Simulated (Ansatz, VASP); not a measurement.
TaC: VASP beside Ansatz

```
CELL_PARAMETERS angstrom
0.00000 2.23789 2.23789
2.23789 0.00000 2.23789
2.23789 2.23789 0.00000
ATOMIC_POSITIONS crystal
Ta 0.00000 0.00000 0.00000
C 0.50000 0.50000 0.50000
```

Alike in both runs: functional PBE; k mesh 16 × 16 × 16; occupations gaussian, width 0.1 eV; no spin polarisation.

Ansatz relaxed the structure, and its values are those at the end. VASP's run is a single point on that final structure, the one shown.

|  | VASP | Ansatz |
| --- | --- | --- |
| version | VASP 6.6.1 | Ansatz 0.2.0 |
| potentials or method | VASP PAW PBE potentials, release 64 (Ta_pv, C) | scalar-relativistic, plane waves, norm-conserving pseudopotentials |
| plane-wave cutoff (eV) | 600 | 1116 |
| valence electrons in the cell | 15 | 31 |

|  | VASP | Ansatz | Ansatz less VASP |
| --- | --- | --- | --- |
| gap on the k mesh at the Fermi level (eV) | none | none | - |
| pressure (GPa) | 0.5 | 0.0 | -0.48 |

A gap of «none» marks a metal or a gap that the smearing closes. With one functional, cell and mesh, what is left measures potentials, basis and numerics. VASP's potentials hold 15 valence electrons a cell and Ansatz's 31, so a difference there can come from the potentials and not from the codes.

Spin-orbit coupling is off throughout.
